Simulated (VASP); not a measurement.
A run of VASP 6.6.1:

INCAR

```
SYSTEM = BiTe
PREC     = Accurate       ! precision mode
ENCUT    = 520            ! plane-wave cutoff, eV
EDIFF    = 1E-6           ! SCF threshold, eV
ISMEAR   = 0              ! smearing method
SIGMA    = 0.15           ! smearing width, eV
LREAL    = .FALSE.        ! projectors in reciprocal space
LASPH    = .TRUE.         ! aspherical terms in the spheres
NELM     = 60             ! most SCF steps
ALGO     = Normal         ! electronic algorithm
ISIF     = 2              ! what is computed and relaxed
LWAVE    = .FALSE.        ! write WAVECAR
LCHARG   = .TRUE.         ! write CHGCAR
GGA      = PE             ! functional
LELF     = .TRUE.         ! ELF
LVHAR    = .TRUE.       
NBANDS   = 18             ! bands
```

The input KPOINTS:

```
regular mesh
0
G
  14 14 14
  0 0 0
```

POSCAR

```
BiTe
1.0
    0.0000000000      3.6313475271      2.5673627017
    3.6313475271      0.0000000000      2.5673627017
    3.6313475271      3.6313475271      0.0000000000
Bi Te
1 1
Direct
    0.0000000000      0.0000000000      0.0000000000
    0.5000000000      0.5000000000      0.5000000000
```

Potentials or basis: VASP PAW PBE potentials, release 64 (Bi_d, Te).

Command:

```bash
$ cat potpaw_PBE.64/Bi_d/POTCAR potpaw_PBE.64/Te/POTCAR > POTCAR
$ mpirun -np 1 vasp_std > vasp.out
```

Hardware: 1 thread of AMD EPYC 9R45 96-Core Processor (Zen 5), with other jobs on the host.

**Question.** How long does it take, and how much memory?

**Answer.** Run time: 2.8 min on 1 thread of AMD EPYC 9R45 96-Core Processor (Zen 5), on a shared host, peak memory 0.41 GiB. Counts: scf iterations 12, k points 244.
